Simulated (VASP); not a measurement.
The system is AlN (dlda).

```
Al N
1.0
     3.12859    0.00000    0.00000
    -1.56429    2.70944    0.00000
     0.00000    0.00000    5.01696
Al N
2 2
Direct
  0.66667 0.33333 0.49929
  0.33333 0.66667 0.99929
  0.66667 0.33333 0.88071
  0.33333 0.66667 0.38071
```

| Quantity | Value |
| --- | --- |
| Program | VASP 6.6.1 |
| Task | relaxation of cell and atoms |
| Functional | LDA |
| Potentials or basis | VASP PAW LDA potentials, release 64 (Al, N) |
| Cutoff | 600 eV |
| k mesh | 9 × 9 × 4 |
| Occupations | gaussian, width 0.02 eV |
| Spin | no spin polarisation |

At the start: pressure -7.5 GPa; volume 10.63 Å³/atom.

Problem. How do energy, volume and symmetry change on relaxing?

Solution. Over 8 steps the energy falls by 9.5 meV/atom and the volume is 10.24 Å³/atom (-3.7 %); space group P6_3mc (No. 186, to 0.05 Å).

The path:
```csv
step,energy change (eV),largest force (eV/Å),pressure (GPa),volume (Å³)
1,0.0000,0.0034,-7.48,42.53
2,-0.0043,0.0243,7.88,39.55
3,-0.0378,0.0107,-0.05,40.96
4,-0.0378,0.0110,0.10,40.93
5,-0.0379,0.0150,0.11,40.92
6,-0.0379,0.0170,0.11,40.92
7,-0.0379,0.0088,-0.09,40.96
8,-0.0379,0.0011,-0.02,40.95
```

Final structure:
```yaml
crystal:
  lattice:
    - [3.09123, 0.00000, 0.00000]
    - [-1.54562, 2.67708, 0.00000]
    - [0.00000, 0.00000, 4.94791]
  atoms:
    - { symbol: Al, position: [0.66667, 0.33333, 0.49903] }
    - { symbol: Al, position: [0.33333, 0.66667, 0.99903] }
    - { symbol: N, position: [0.66667, 0.33333, 0.88097] }
    - { symbol: N, position: [0.33333, 0.66667, 0.38097] }
```
